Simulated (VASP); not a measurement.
# BeTe (F-43m) in VASP: notebook, part 2 of 2

VASP 6.6.1.

## 3. Single point, PBEsol+D3(BJ)

This run uses another cell than the first one, of 21.25 Å³/atom, 1.020 times its volume.

Input file INCAR:

```
SYSTEM = BeTe
PREC = Accurate
ENCUT = 520
EDIFF = 1E-6
ISMEAR = -1
SIGMA = 0.05
LREAL = .FALSE.
LASPH = .TRUE.
NELM = 100
ALGO = Normal
ISIF = 2
LWAVE = .FALSE.
LCHARG = .FALSE.
GGA = PS
IVDW = 12
NBANDS = 11
```

Input file KPOINTS:

```
regular mesh
0
G
  8 8 8
  0 0 0
```

Input file POSCAR:

```
BeTe
1.0
    0.0000000000      2.7700000000      2.7700000000
    2.7700000000      0.0000000000      2.7700000000
    2.7700000000      2.7700000000      0.0000000000
Te Be
1 1
Direct
    0.7500000000      0.7500000000      0.7500000000
    0.0000000000      0.0000000000      0.0000000000
```

Potentials or basis: VASP PAW PBE potentials, release 64 (Te, Be).

Started as:

```console
cat potpaw_PBE.64/Te/POTCAR potpaw_PBE.64/Be/POTCAR > POTCAR
mpirun -np 1 vasp_std > vasp.out
```

OUTCAR:

```text
SYSTEM = BeTe
   PREC = Accurate
   ENCUT = 520
   EDIFF = 1E-6
   ISMEAR = -1
   LREAL = .FALSE.
   LASPH = .TRUE.
   NELM = 100
   ISIF = 2
   GGA = PS
   IVDW = 12
 IVDW          = 12

 ion  position               nearest neighbor table
   1  0.750  0.750  0.750-   2 2.40   2 2.40   2 2.40   2 2.40
   2  0.000  0.000  0.000-   1 2.40   1 2.40   1 2.40   1 2.40

  LATTYP: Found a face centered cubic cell.
 ALAT       =     5.5400000000

  Lattice vectors:

 A1 = (   0.0000000000,   2.7700000000,   2.7700000000)
 A2 = (   2.7700000000,   0.0000000000,   2.7700000000)
 A3 = (   2.7700000000,   2.7700000000,   0.0000000000)

Analysis of symmetry for initial positions (statically):
=====================================================================
 Subroutine PRICEL returns:
 Original cell was already a primitive cell.

 Routine SETGRP: Setting up the symmetry group for a
 face centered cubic supercell.

 Subroutine GETGRP returns: Found 24 space group operations
 (whereof 24 operations were pure point group operations)
 out of a pool of 48 trial point group operations.

The static configuration has the point symmetry T_d .

Analysis of symmetry for dynamics (positions and initial velocities):
=====================================================================
 Subroutine PRICEL returns:
 Original cell was already a primitive cell.

 Routine SETGRP: Setting up the symmetry group for a
 face centered cubic supercell.

 Subroutine GETGRP returns: Found 24 space group operations
 (whereof 24 operations were pure point group operations)
 out of a pool of 48 trial point group operations.

The dynamic configuration has the point symmetry T_d .

 Subroutine INISYM returns: Found 24 space group operations
 (whereof 24 operations are pure point group operations),
 and found     1 'primitive' translations

----------------------------------------------------------------------------------------

                                     Primitive cell

  volume of cell :      42.5079

  direct lattice vectors                    reciprocal lattice vectors
     0.000000000  2.770000000  2.770000000    -0.180505415  0.180505415  0.180505415
     2.770000000  0.000000000  2.770000000     0.180505415 -0.180505415  0.180505415
     2.770000000  2.770000000  0.000000000     0.180505415  0.180505415 -0.180505415

  length of vectors
     3.917371568  3.917371568  3.917371568     0.312644550  0.312644550  0.312644550

  position of ions in fractional coordinates (direct lattice)
     0.750000000  0.750000000  0.750000000
     0.000000000  0.000000000  0.000000000

  ion indices of the primitive-cell ions
   primitive index   ion index
                 1           1
                 2           2

----------------------------------------------------------------------------------------

 KPOINTS: regular mesh

Automatic generation of k-mesh.
 Grid dimensions read from file:
 generate k-points for:    8    8    8

 Generating k-lattice:

  Cartesian coordinates                     Fractional coordinates (reciprocal lattice)
    -0.022563177  0.022563177  0.022563177     0.125000000  0.000000000  0.000000000
     0.022563177 -0.022563177  0.022563177     0.000000000  0.125000000  0.000000000
     0.022563177  0.022563177 -0.022563177     0.000000000  0.000000000  0.125000000

  Length of vectors
     0.039080569  0.039080569  0.039080569

  Shift w.r.t. Gamma in fractional coordinates (k-lattice)
     0.000000000  0.000000000  0.000000000

 Subroutine IBZKPT returns following result:
 ===========================================

 Found     29 irreducible k-points:

 Following reciprocal coordinates:
            Coordinates               Weight
  0.000000  0.000000  0.000000      1.000000
  0.125000  0.000000  0.000000      8.000000
  0.250000  0.000000  0.000000      8.000000
  0.375000  0.000000  0.000000      8.000000
  0.500000  0.000000  0.000000      4.000000
  0.125000  0.125000  0.000000      6.000000
[... 16 lines left out ...]
  0.500000  0.250000  0.125000     48.000000
 -0.375000  0.250000  0.125000     24.000000
 [... further k-points ...]
   k-points           NKPTS =     29   k-points in BZ     NKDIM =     29   number of bands    NBANDS=     11
   number of dos      NEDOS =    301   number of ions     NIONS =      2
   total plane-waves  NPLWV =  27000
   dimension x,y,z NGX =    30 NGY =   30 NGZ =   30
   dimension x,y,z NGXF=    60 NGYF=   60 NGZF=   60
   ions per type =               1   1
   NGX,Y,Z   is equivalent  to a cutoff of  12.73, 12.73, 12.73 a.u.
   NGXF,Y,Z  is equivalent  to a cutoff of  25.46, 25.46, 25.46 a.u.
 SYSTEM =  BeTe
   PREC   = accura    normal or accurate (medium, high low for compatibility)
   ISTART =      0    job   : 0-new  1-cont  2-samecut
   ICHARG =      2    charge: 1-file 2-atom 10-const
   ISPIN  =      1    spin polarized calculation?
   LNONCOLLINEAR =      F non collinear calculations
   LSORBIT =      F    spin-orbit coupling
   LASPH  =      T    aspherical Exc in radial PAW
   ENCUT  =  520.0 eV  38.22 Ry    6.18 a.u.   7.28  7.28  7.28*2*pi/ulx,y,z
   NELM   =    100;   NELMIN=  2; NELMDL= -5     # of ELM steps
   EDIFF  = 0.1E-05   stopping-criterion for ELM
   LREAL  =      F    real-space projection
   EDIFFG = 0.1E-04   stopping-criterion for IOM
   NSW    =      0    number of steps for IOM
   IBRION =     -1    ionic relax: 0-MD 1-quasi-New 2-CG
   NFREE  =      0    steps in history (QN), initial steepest desc. (CG)
   ISIF   =      2    stress and relaxation
   ISYM   =      2    0-nonsym 1-usesym 2-fastsym
   POTIM  = 0.5000    time-step for ionic-motion
   TEBEG  =    0.0;   TEEND  =   0.0 temperature during run
   PSTRESS=    0.0 pullay stress
   NELECT =       8.0000    total number of electrons
   NUPDOWN=      -1.0000    fix difference up-down
   EMIN   =  10.00;   EMAX   =-10.00  energy-range for DOS
   EFERMI =   0.00;   METHOD = LEGACY
   ISMEAR =    -1;   SIGMA  =   0.05  broadening in eV -4-tet -1-fermi 0-gaus
   EFERMI_NEDOS =   21; number of points for ismear=-14 and -15
   IALGO  =     38    algorithm
   IMIX   =      4    mixing-type and parameters
     AMIX     =   0.40;   BMIX     =  1.00
     AMIX_MAG =   1.60;   BMIX_MAG =  1.00
  volume/ion in A,a.u.               =      21.25       143.43
  Fermi-wavevector in a.u.,A,eV,Ry     =   0.938170  1.772885 11.975354  0.880164
  Thomas-Fermi vector in A             =   2.065355
   LORBIT       =      0    0 simple, 1 ext, 2 COOP (PROOUT), +10 PAW based schemes
   GGA     = PS    functional components
   LHFCALC =     F    Hartree Fock is set to
   AEXX    =    0.0000 exact exchange contribution
   IVDW    =    12    specifies the selected vdW correction
   LEPSILON=     F    determine dielectric tensor
   LRPA    =     F    only Hartree local field effects (RPA)
 non-spin polarized calculation
  energy-cutoff  :      520.00
  volume of cell :       42.51
 maximum number of plane-waves:      1162
 NGX is ok and might be reduce to    30
   NGX = 15   NGY = 15   NGZ = 15

 number of electron       8.0000000 magnetization

 Free energy of the ion-electron system (eV)
  ---------------------------------------------------
  ext. energy  EPLUGINS =         0.00000000
  ---------------------------------------------------
  free energy    TOTEN  =        -8.20297459 eV

  energy without entropy =       -8.20297459  energy(sigma->0) =       -8.20297459

 E-fermi :   6.4299     XC(G=0):  -9.3985

 val. band max:        5.5695021443   @ k =   0.0000   0.0000   0.0000
 cond. band min:       7.2973522412   @ k =   0.5000   0.5000   0.0000
 fundamental gap:      1.7278500968
 Fermi energy:         6.4299148221

 k-point     1 :       0.0000    0.0000    0.0000
  band No.  band energies     occupation
      1      -7.1006      2.00000
      2       5.5695      2.00000
      3       5.5695      2.00000
      4       5.5695      2.00000
      5       9.1236      0.00000
      6       9.1236      0.00000
      7       9.1236      0.00000
      8       9.6650      0.00000
      9      13.8348      0.00000
     10      15.9171      0.00000
     11      15.9171      0.00000
[... 309 lines left out ...]
 k-point    24 :      -0.3750    0.2500    0.1250
  band No.  band energies     occupation
      1      -5.3587      2.00000
      2       0.1245      2.00000
      3       2.4744      2.00000
      4       3.5022      2.00000
      5       9.6898      0.00000
      6       9.9660      0.00000
      7      12.3810      0.00000
      8      13.4456      0.00000
      9      14.0812      0.00000
     10      17.2167      0.00000
     11      17.5780      0.00000

 [... further k-points ...]

------------------------ aborting loop because EDIFF is reached ----------------------------------------

 Edisp (eV)   -0.63563

 E8    (eV) :    -0.4114

  FORCE on cell =-STRESS in cart. coord.  units (eV):
  Direction    XX          YY          ZZ          XY          YZ          ZX
  --------------------------------------------------------------------------------------
  -------------------------------------------------------------------------------------
  Total       0.04127     0.04127     0.04127     0.00000     0.00000    -0.00000
  in kB       1.55561     1.55561     1.55561     0.00000     0.00000    -0.00000
  external pressure =        1.56 kB  Pullay stress =        0.00 kB

 VOLUME and BASIS-vectors are now :
 -----------------------------------------------------------------------------
  energy-cutoff  :      520.00
  volume of cell :       42.51
      direct lattice vectors                 reciprocal lattice vectors
     0.000000000  2.770000000  2.770000000    -0.180505415  0.180505415  0.180505415
     2.770000000  0.000000000  2.770000000     0.180505415 -0.180505415  0.180505415
     2.770000000  2.770000000  0.000000000     0.180505415  0.180505415 -0.180505415

 POSITION                                       TOTAL-FORCE (eV/Angst)
 -----------------------------------------------------------------------------------
      4.15500      4.15500      4.15500        -0.000000     -0.000000     -0.000000
      0.00000      0.00000      0.00000         0.000000      0.000000      0.000000
 -----------------------------------------------------------------------------------
    total drift:                               -0.000000     -0.000000     -0.000000

  FREE ENERGIE OF THE ION-ELECTRON SYSTEM (eV)
  ---------------------------------------------------
  free  energy   TOTEN  =        -8.8386036296 eV

  energy  without entropy=       -8.8386036289  energy(sigma->0) =       -8.83860363
```

OSZICAR:

```text
N       E                     dE             d eps       ncg     rms          rms(c)
DAV:   1     0.182571099630E+02    0.18257E+02   -0.32978E+03   638   0.580E+02
DAV:   2    -0.725061773358E+01   -0.25508E+02   -0.24772E+02   838   0.950E+01
DAV:   3    -0.836256939929E+01   -0.11120E+01   -0.11095E+01   834   0.204E+01
DAV:   4    -0.837531179016E+01   -0.12742E-01   -0.12741E-01   751   0.249E+00
DAV:   5    -0.837557525037E+01   -0.26346E-03   -0.26346E-03   826   0.360E-01    0.427E+00
DAV:   6    -0.824667542634E+01    0.12890E+00   -0.12940E-01   743   0.143E+00    0.255E+00
DAV:   7    -0.820293990144E+01    0.43736E-01   -0.11762E-01   755   0.146E+00    0.471E-01
DAV:   8    -0.820284446299E+01    0.95438E-04   -0.59830E-03   713   0.444E-01    0.100E-01
DAV:   9    -0.820295715503E+01   -0.11269E-03   -0.20328E-04   788   0.889E-02    0.331E-02
DAV:  10    -0.820297450746E+01   -0.17352E-04   -0.37087E-05   706   0.296E-02    0.149E-02
DAV:  11    -0.820297459241E+01   -0.84952E-07   -0.10972E-06   765   0.651E-03
   1 F= -.88386036E+01 E0= -.88386036E+01  d E =-.703772E-09
```

Wall time 15 s (1 thread of Intel Xeon Platinum 8259CL at 2.50GHz (Skylake/Cascade Lake), shared host); peak memory 0.18 GiB.

What came out:

```
Free energy                : -8.8386 eV
Pressure                   : 0.2 GPa
Band gap on the k mesh     : 1.73 eV, indirect (least direct gap 3.55 eV)
Dispersion energy per atom : -0.318 eV
```

Caveat: the PAW data sets were made with another functional, which shifts forces and pressure a little; spin-orbit coupling is left out, which moves the levels of the heavy elements. A k mesh can miss the band edges.

## 4. Single point, PBEsol+D3(BJ)

This run uses another cell than the first one, of 21.68 Å³/atom, 1.041 times its volume.

Input file INCAR:

```
SYSTEM = BeTe
ALGO     = Normal         ! electronic algorithm
EDIFF    = 1E-6           ! SCF threshold, eV
ENCUT    = 520            ! plane-wave cutoff, eV
GGA      = PS             ! functional
ISIF     = 2              ! what is computed and relaxed
ISMEAR   = -1             ! smearing method
IVDW     = 12             ! dispersion correction
LASPH    = .TRUE.         ! aspherical terms in the spheres
LCHARG   = .TRUE.         ! write CHGCAR
LELF     = .TRUE.         ! ELF
LREAL    = .FALSE.        ! projectors in reciprocal space
LVHAR    = .TRUE.       
LWAVE    = .FALSE.        ! write WAVECAR
NBANDS   = 11             ! bands
NELM     = 80             ! most SCF steps
PREC     = Accurate       ! precision mode
SIGMA    = 0.05           ! smearing width, eV
```

Input file KPOINTS:

```
k-points
0
G
  8 8 8
  0 0 0
```

Input file POSCAR:

```
BeTe
1.0
    0.0000000000      2.7883449055      2.7883449055
    2.7883449055      0.0000000000      2.7883449055
    2.7883449055      2.7883449055      0.0000000000
Te Be
1 1
Direct
    0.7500000000      0.7500000000      0.7500000000
    0.0000000000      0.0000000000      0.0000000000
```

Potentials or basis: VASP PAW PBE potentials, release 64 (Te, Be).

Started as:

```console
cat potpaw_PBE.64/Te/POTCAR potpaw_PBE.64/Be/POTCAR > POTCAR
mpirun -np 1 vasp_std > vasp.out
```

OUTCAR:

```text
SYSTEM = BeTe
   EDIFF = 1E-6
   ENCUT = 520
   GGA = PS
   ISIF = 2
   ISMEAR = -1
   IVDW = 12
   LASPH = .TRUE.
   LREAL = .FALSE.
   NELM = 80
   PREC = Accurate
 IVDW          = 12

 ion  position               nearest neighbor table
   1  0.750  0.750  0.750-   2 2.41   2 2.41   2 2.41   2 2.41
   2  0.000  0.000  0.000-   1 2.41   1 2.41   1 2.41   1 2.41

  LATTYP: Found a face centered cubic cell.
 ALAT       =     5.5766898110

  Lattice vectors:

[... 523 lines left out ...]
------------------------ aborting loop because EDIFF is reached ----------------------------------------

 Edisp (eV)   -0.62317

 E8    (eV) :    -0.4034

  FORCE on cell =-STRESS in cart. coord.  units (eV):
  Direction    XX          YY          ZZ          XY          YZ          ZX
  --------------------------------------------------------------------------------------
  -------------------------------------------------------------------------------------
  Total      -0.29436    -0.29436    -0.29436     0.00000     0.00000     0.00000
  in kB     -10.87728   -10.87728   -10.87728     0.00000     0.00000     0.00000
  external pressure =      -10.88 kB  Pullay stress =        0.00 kB

 VOLUME and BASIS-vectors are now :
 -----------------------------------------------------------------------------
  energy-cutoff  :      520.00
  volume of cell :       43.36
      direct lattice vectors                 reciprocal lattice vectors
     0.000000000  2.788344905  2.788344905    -0.179317845  0.179317845  0.179317845
     2.788344905  0.000000000  2.788344905     0.179317845 -0.179317845  0.179317845
     2.788344905  2.788344905  0.000000000     0.179317845  0.179317845 -0.179317845

 POSITION                                       TOTAL-FORCE (eV/Angst)
 -----------------------------------------------------------------------------------
      4.18252      4.18252      4.18252         0.000000      0.000000      0.000000
      0.00000      0.00000      0.00000        -0.000000     -0.000000     -0.000000
 -----------------------------------------------------------------------------------
    total drift:                               -0.000000     -0.000000     -0.000000

  FREE ENERGIE OF THE ION-ELECTRON SYSTEM (eV)
  ---------------------------------------------------
  free  energy   TOTEN  =        -8.8360270719 eV

  energy  without entropy=       -8.8360270714  energy(sigma->0) =       -8.83602707
```

Run time: 14 s. Hardware: 1 thread of Intel Xeon Platinum 8259CL at 2.50GHz (Skylake/Cascade Lake), shared host; peak memory 0.18 GiB.

Results:

```
Free energy                : -8.8360 eV
Pressure                   : -1.1 GPa
Band gap on the k mesh     : 1.78 eV, indirect (least direct gap 3.57 eV)
Dispersion energy per atom : -0.312 eV
```

Caveat: the PAW data sets were made with another functional, which shifts forces and pressure a little; spin-orbit coupling is left out, which moves the levels of the heavy elements.

## 5. Overview

```tsv
cell	gap on the mesh (eV)	pressure (GPa)
a = 3.891 Å, angles 60.0°, 2 atoms	1.67	1.5
a = 3.917 Å, angles 60.0°, 2 atoms	1.73	0.2
a = 3.943 Å, angles 60.0°, 2 atoms	1.78	-1.1
```

Alike in all rows: task single point; level PBEsol+D3(BJ); potentials or basis VASP PAW PBE potentials, release 64 (Te, Be); no spin polarisation; k mesh 8 × 8 × 8; cutoff (eV) 520; smearing fermi-dirac 0.05 eV.

Caveats: the PAW data sets were made with another functional, which shifts forces and pressure a little; spin-orbit coupling is left out, which moves the levels of the heavy elements.

Total energies depend on the potentials used, so only differences within one code and one set of settings carry meaning.
